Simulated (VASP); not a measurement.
# PbSe (Clausthalite) (P1) in VASP: a series of runs

PbSe (Clausthalite) is run at these levels: PBE, r2SCAN; tasks: single point.

All numbers are computed with VASP 6.6.1; they aren't measurements. Logs are shortened: lines on timing, memory, paths and dates and some standing lists are left out, and cuts for length are marked.

**1. The cell of the first run**

The typed cell holds 16 atoms: a = 8.682 Å, b = 8.682 Å, c = 8.682 Å, α = 60.00°, β = 60.00°, γ = 60.00°.

**2. Single point, PBE**

Input file INCAR:

```
SYSTEM = PbSe
  PREC = Accurate
  ENCUT = 520
  EDIFF = 1E-6
  ISMEAR = -1
  SIGMA = 0.052
  LREAL = Auto
  LASPH = .TRUE.
  NELM = 80
  ALGO = Normal
  ISIF = 2
  LWAVE = .FALSE.
  LCHARG = .FALSE.
  GGA = PE
  NBANDS = 94
```

Input file KPOINTS:

```
Automatic mesh
0
G
  2 2 2
  0 0 0
```

Input file POSCAR:

```
PbSe
1.0
    0.0000000000      6.1393787290      6.1393787290
    6.1393787290      0.0000000000      6.1393787290
    6.1393787290      6.1393787290      0.0000000000
Pb Se
8 8
Direct
   -0.0016643378      0.0000242696      0.0000539143
    0.0020640525     -0.0014262029      0.4975711932
    0.0008220702      0.4965375382      0.0013993273
    0.0035772349      0.4994515138      0.4967758359
    0.5039190668      0.0062520984     -0.0000902371
    0.4904119998      0.0050852051      0.5017730842
    0.4978895479      0.4946006158      0.0004569681
    0.5026252063      0.4901257330      0.5028869591
    0.2542253979      0.2548298564      0.2336249421
    0.2504676072      0.2543901539      0.7541653161
    0.2464334042      0.7531328827      0.2569406563
    0.2429530032      0.7465458155      0.7626228494
    0.7556822449      0.2620044423      0.2466805791
    0.7536918155      0.2488685855      0.7508325685
    0.7488675488      0.7530282304      0.2449751948
    0.7486113340      0.7517298906      0.7479871666
```

Potentials or basis: VASP PAW PBE potentials, release 64 (Pb_d, Se).

On the command line:

```
$ cat potpaw_PBE.64/Pb_d/POTCAR potpaw_PBE.64/Se/POTCAR > POTCAR
$ mpirun -np 1 vasp_std > vasp.out
```

OUTCAR:

```text
SYSTEM = PbSe
   PREC = Accurate
   ENCUT = 520
   EDIFF = 1E-6
   ISMEAR = -1
   LREAL = Auto
   LASPH = .TRUE.
   NELM = 80
   ISIF = 2
   GGA = PE

 ion  position               nearest neighbor table
   1  0.998  0.000  0.000-  12 3.01  14 3.03  15 3.05  11 3.10  10 3.11  13 3.12
   2  0.002  0.999  0.498-  11 2.98  13 3.06  16 3.07  14 3.09  12 3.11   9 3.12
   3  0.001  0.497  0.001-  13 2.95   9 2.98  10 3.00  12 3.02  15 3.07  16 3.10
   4  0.004  0.499  0.497-  11 3.05  14 3.07  16 3.09  10 3.10  15 3.11   9 3.12
   5  0.504  0.006  1.000-   9 2.96  15 3.01  14 3.02  10 3.06  16 3.11  11 3.13
   6  0.490  0.005  0.502-  10 3.08  16 3.10   9 3.10  12 3.11  15 3.12  13 3.21
[... 8 lines left out ...]
  15  0.749  0.753  0.245-   5 3.01   1 3.05   3 3.07   4 3.11   6 3.12   8 3.13
  16  0.749  0.752  0.748-   2 3.07   4 3.09   6 3.10   3 3.10   5 3.11   7 3.12

  LATTYP: Found a face centered cubic cell.
 ALAT       =    12.2787574580

  Lattice vectors:

 A1 = (   0.0000000000,   6.1393787290,   6.1393787290)
 A2 = (   6.1393787290,   0.0000000000,   6.1393787290)
 A3 = (   6.1393787290,   6.1393787290,   0.0000000000)

Analysis of symmetry for initial positions (statically):
=====================================================================
 Subroutine PRICEL returns:
 Original cell was already a primitive cell.

 Routine SETGRP: Setting up the symmetry group for a
 face centered cubic supercell.

 Subroutine GETGRP returns: Found  1 space group operations
 (whereof  1 operations were pure point group operations)
 out of a pool of 48 trial point group operations.

The static configuration has the point symmetry C_1 .

Analysis of symmetry for dynamics (positions and initial velocities):
=====================================================================
 Subroutine PRICEL returns:
 Original cell was already a primitive cell.

 Routine SETGRP: Setting up the symmetry group for a
 face centered cubic supercell.

 Subroutine GETGRP returns: Found  1 space group operations
 (whereof  1 operations were pure point group operations)
 out of a pool of 48 trial point group operations.

The dynamic configuration has the point symmetry C_1 .

 Subroutine INISYM returns: Found  1 space group operations
 (whereof  1 operations are pure point group operations),
 and found     1 'primitive' translations

----------------------------------------------------------------------------------------

                                     Primitive cell

  volume of cell :     462.8106

  direct lattice vectors                    reciprocal lattice vectors
     0.000000000  6.139378729  6.139378729    -0.081441465  0.081441465  0.081441465
     6.139378729  0.000000000  6.139378729     0.081441465 -0.081441465  0.081441465
     6.139378729  6.139378729  0.000000000     0.081441465  0.081441465 -0.081441465

  length of vectors
     8.682392663  8.682392663  8.682392663     0.141060756  0.141060756  0.141060756

  position of ions in fractional coordinates (direct lattice)
     0.998335662  0.000024270  0.000053914
     0.002064053  0.998573797  0.497571193
     0.000822070  0.496537538  0.001399327
     0.003577235  0.499451514  0.496775836
     0.503919067  0.006252098  0.999909763
     0.490412000  0.005085205  0.501773084
[... 8 lines left out ...]
     0.748867549  0.753028230  0.244975195
     0.748611334  0.751729891  0.747987167

  ion indices of the primitive-cell ions
   primitive index   ion index
                 1           1
                 2           2
                 3           3
                 4           4
                 5           5
                 6           6
[... 8 lines left out ...]
                15          15
                16          16

----------------------------------------------------------------------------------------

 KPOINTS: Automatic mesh

Automatic generation of k-mesh.
 Grid dimensions read from file:
 generate k-points for:    2    2    2

 Generating k-lattice:

  Cartesian coordinates                     Fractional coordinates (reciprocal lattice)
    -0.040720733  0.040720733  0.040720733     0.500000000  0.000000000  0.000000000
     0.040720733 -0.040720733  0.040720733     0.000000000  0.500000000  0.000000000
     0.040720733  0.040720733 -0.040720733     0.000000000  0.000000000  0.500000000

  Length of vectors
     0.070530378  0.070530378  0.070530378

  Shift w.r.t. Gamma in fractional coordinates (k-lattice)
     0.000000000  0.000000000  0.000000000

 Subroutine IBZKPT returns following result:
 ===========================================

 Found      8 irreducible k-points:

 Following reciprocal coordinates:
            Coordinates               Weight
  0.000000  0.000000  0.000000      1.000000
  0.500000  0.000000  0.000000      1.000000
  0.000000  0.500000  0.000000      1.000000
  0.000000  0.000000  0.500000      1.000000
  0.500000  0.500000  0.500000      1.000000
  0.500000  0.500000  0.000000      1.000000
  0.000000  0.500000  0.500000      1.000000
  0.500000  0.000000  0.500000      1.000000
   k-points           NKPTS =      8   k-points in BZ     NKDIM =      8   number of bands    NBANDS=     94
   number of dos      NEDOS =    301   number of ions     NIONS =     16
   total plane-waves  NPLWV = 343000
   dimension x,y,z NGX =    70 NGY =   70 NGZ =   70
   dimension x,y,z NGXF=   140 NGYF=  140 NGZF=  140
   ions per type =               8   8
   NGX,Y,Z   is equivalent  to a cutoff of  13.40, 13.40, 13.40 a.u.
   NGXF,Y,Z  is equivalent  to a cutoff of  26.81, 26.81, 26.81 a.u.
 SYSTEM =  PbSe
   PREC   = accura    normal or accurate (medium, high low for compatibility)
   ISTART =      0    job   : 0-new  1-cont  2-samecut
   ICHARG =      2    charge: 1-file 2-atom 10-const
   ISPIN  =      1    spin polarized calculation?
   LNONCOLLINEAR =      F non collinear calculations
   LSORBIT =      F    spin-orbit coupling
   LASPH  =      T    aspherical Exc in radial PAW
   ENCUT  =  520.0 eV  38.22 Ry    6.18 a.u.  16.14 16.14 16.14*2*pi/ulx,y,z
   NELM   =     80;   NELMIN=  2; NELMDL= -5     # of ELM steps
   EDIFF  = 0.1E-05   stopping-criterion for ELM
   LREAL  =      T    real-space projection
   EDIFFG = 0.1E-04   stopping-criterion for IOM
   NSW    =      0    number of steps for IOM
   IBRION =     -1    ionic relax: 0-MD 1-quasi-New 2-CG
   NFREE  =      0    steps in history (QN), initial steepest desc. (CG)
   ISIF   =      2    stress and relaxation
   ISYM   =      2    0-nonsym 1-usesym 2-fastsym
   POTIM  = 0.5000    time-step for ionic-motion
   TEBEG  =    0.0;   TEEND  =   0.0 temperature during run
   PSTRESS=    0.0 pullay stress
   NELECT =     160.0000    total number of electrons
   NUPDOWN=      -1.0000    fix difference up-down
   EMIN   =  10.00;   EMAX   =-10.00  energy-range for DOS
   EFERMI =   0.00;   METHOD = LEGACY
   ISMEAR =    -1;   SIGMA  =   0.05  broadening in eV -4-tet -1-fermi 0-gaus
   EFERMI_NEDOS =   21; number of points for ismear=-14 and -15
   IALGO  =     38    algorithm
   IMIX   =      4    mixing-type and parameters
     AMIX     =   0.40;   BMIX     =  1.00
     AMIX_MAG =   1.60;   BMIX_MAG =  1.00
  volume/ion in A,a.u.               =      28.93       195.20
  Fermi-wavevector in a.u.,A,eV,Ry     =   1.148983  2.171264 17.961904  1.320163
  Thomas-Fermi vector in A             =   2.285655
   LORBIT       =      0    0 simple, 1 ext, 2 COOP (PROOUT), +10 PAW based schemes
   GGA     = PE    functional components
   LHFCALC =     F    Hartree Fock is set to
   AEXX    =    0.0000 exact exchange contribution
   IVDW    =     0    specifies the selected vdW correction
   LEPSILON=     F    determine dielectric tensor
   LRPA    =     F    only Hartree local field effects (RPA)
 non-spin polarized calculation
  energy-cutoff  :      520.00
  volume of cell :      462.81
 maximum number of plane-waves:     12518
 NGX is ok and might be reduce to    70
   NGX = 33   NGY = 33   NGZ = 33

 number of electron     160.0000004 magnetization

 Free energy of the ion-electron system (eV)
  ---------------------------------------------------
  ext. energy  EPLUGINS =         0.00000000
  ---------------------------------------------------
  free energy    TOTEN  =       -65.29573022 eV

  energy without entropy =      -65.28140004  energy(sigma->0) =      -65.28856513

 E-fermi :   5.1068     XC(G=0):  -9.4922

 val. band max:        4.9414658757   @ k =   0.0000   0.0000   0.0000
 cond. band min:       5.2715995506   @ k =   0.0000   0.0000   0.0000
 fundamental gap:      0.3301336750
 Fermi energy:         5.1067610062

 k-point     1 :       0.0000    0.0000    0.0000
  band No.  band energies     occupation
      1     -12.0104      2.00000
      2     -12.0069      2.00000
      3     -11.9868      2.00000
      4     -11.9535      2.00000
      5     -11.9508      2.00000
      6     -11.9480      2.00000
[... 84 lines left out ...]
     91       6.6995      0.00000
     92       6.7097      0.00000

 k-point     2 :       0.5000    0.0000    0.0000
  band No.  band energies     occupation
      1     -11.9854      2.00000
      2     -11.9849      2.00000
      3     -11.9517      2.00000
      4     -11.9495      2.00000
      5     -11.9480      2.00000
      6     -11.9438      2.00000
[... 559 lines left out ...]
     91       7.3334      0.00000
     92       7.4185      0.00000

 k-point     8 :       0.5000    0.0000    0.5000
  band No.  band energies     occupation
      1     -11.9882      2.00000
      2     -11.9769      2.00000
      3     -11.9579      2.00000
      4     -11.9525      2.00000
      5     -11.9463      2.00000
      6     -11.9414      2.00000
[... 84 lines left out ...]
     91       7.3057      0.00000
     92       7.4232      0.00000
 [bands above 92 left out]

------------------------ aborting loop because EDIFF is reached ----------------------------------------

  FORCE on cell =-STRESS in cart. coord.  units (eV):
  Direction    XX          YY          ZZ          XY          YZ          ZX
  --------------------------------------------------------------------------------------
  -------------------------------------------------------------------------------------
  Total        5.8835862      5.5000936      6.0384432      0.0563638     -0.0446888     -0.0385573
  in kB       20.3680491     19.0404580     20.9041395      0.1951227     -0.1547056     -0.1334792
  external PRESSURE =      20.1042155 kB  Pullay stress =       0.0000000 kB

 VOLUME and BASIS-vectors are now :
 -----------------------------------------------------------------------------
  energy-cutoff  :      520.00
  volume of cell :      462.81
      direct lattice vectors                 reciprocal lattice vectors
     0.000000000  6.139378729  6.139378729    -0.081441465  0.081441465  0.081441465
     6.139378729  0.000000000  6.139378729     0.081441465 -0.081441465  0.081441465
     6.139378729  6.139378729  0.000000000     0.081441465  0.081441465 -0.081441465

 POSITION                                       TOTAL-FORCE (eV/Angst)
 -----------------------------------------------------------------------------------
      0.00048      6.12949      6.12931        -0.039535      0.156130     -0.098913
      9.18540      3.06745      6.14329        -0.062333      0.026120     -0.208556
      3.05702      0.01364      3.05348         0.094368     -0.269319      0.047948
      6.11622      3.07186      3.08828         0.179806     -0.057441      0.063407
      6.17721      9.23257      3.13213        -0.327811      0.008919     -0.205651
      3.11179      6.09140      3.04205        -0.150846      0.234857     -0.063202
[... 8 lines left out ...]
      6.12712      6.10158      9.22071         0.253839      0.211848      0.063862
      9.20733      9.18819      9.21116        -0.109398     -0.171079      0.134700
 -----------------------------------------------------------------------------------
    total drift:                                0.001309      0.016378      0.000770

  FREE ENERGIE OF THE ION-ELECTRON SYSTEM (eV)
  ---------------------------------------------------
  free  energy   TOTEN  =       -65.2957302200 eV

  energy  without entropy=      -65.2814000367  energy(sigma->0) =      -65.28856513
```

It took 7.9 min on 1 thread of Intel Xeon 6975P-C (Granite Rapids), shared host; peak memory 0.76 GiB.

Results:

```
Free energy            : -65.2957 eV
Pressure               : 2.0 GPa
Largest force          : 0.483 eV/Å
Band gap on the k mesh : 0.33 eV
```

Forces in eV/Å, atoms in the order of the input:
```
Pb  -0.040  0.156 -0.099
Pb  -0.062  0.026 -0.209
Pb   0.094 -0.269  0.048
Pb   0.180 -0.057  0.063
Pb  -0.328  0.009 -0.206
Pb  -0.151  0.235 -0.063
Pb   0.082  0.003  0.262
Pb   0.113 -0.115  0.123
Se   0.290  0.245 -0.140
Se  -0.202 -0.149 -0.040
Se  -0.149 -0.018  0.041
Se  -0.041 -0.065  0.453
Se  -0.066  0.026 -0.478
Se   0.135 -0.067  0.045
Se   0.254  0.212  0.064
Se  -0.109 -0.171  0.135
```

Levels at points of the mesh, in eV from the valence-band top:
```csv
k point,band 76,band 77,band 78,band 79,band 80,band 81,band 82,band 83,band 84,band 85
"(0.00, 0.00, 0.00)",-1.40,-0.03,-0.02,-0.01,0.00,0.33,0.34,0.35,0.36,1.73
"(0.50, 0.00, 0.00)",-1.66,-1.62,-1.61,-1.04,-0.99,2.15,2.19,2.75,2.84,2.87
"(0.00, 0.50, 0.00)",-1.74,-1.56,-1.55,-1.06,-0.98,2.14,2.20,2.73,2.80,2.83
"(0.00, 0.00, 0.50)",-1.67,-1.65,-1.61,-1.06,-0.96,2.11,2.21,2.80,2.82,2.84
"(0.50, 0.50, 0.50)",-1.67,-1.62,-1.59,-1.06,-0.96,2.10,2.21,2.77,2.80,2.83
"(0.50, 0.50, 0.00)",-0.79,-0.75,-0.73,-0.71,-0.62,1.33,1.39,1.41,1.45,1.89
"(0.00, 0.50, 0.50)",-0.79,-0.75,-0.74,-0.71,-0.65,1.34,1.40,1.41,1.45,1.88
"(0.50, 0.00, 0.50)",-0.80,-0.76,-0.73,-0.70,-0.66,1.35,1.39,1.40,1.45,1.89
```

Caveat: the k points lie up to 0.44 Å⁻¹ apart; spin-orbit coupling is left out, which moves the levels of the heavy elements.

[end of part 1 of 2]
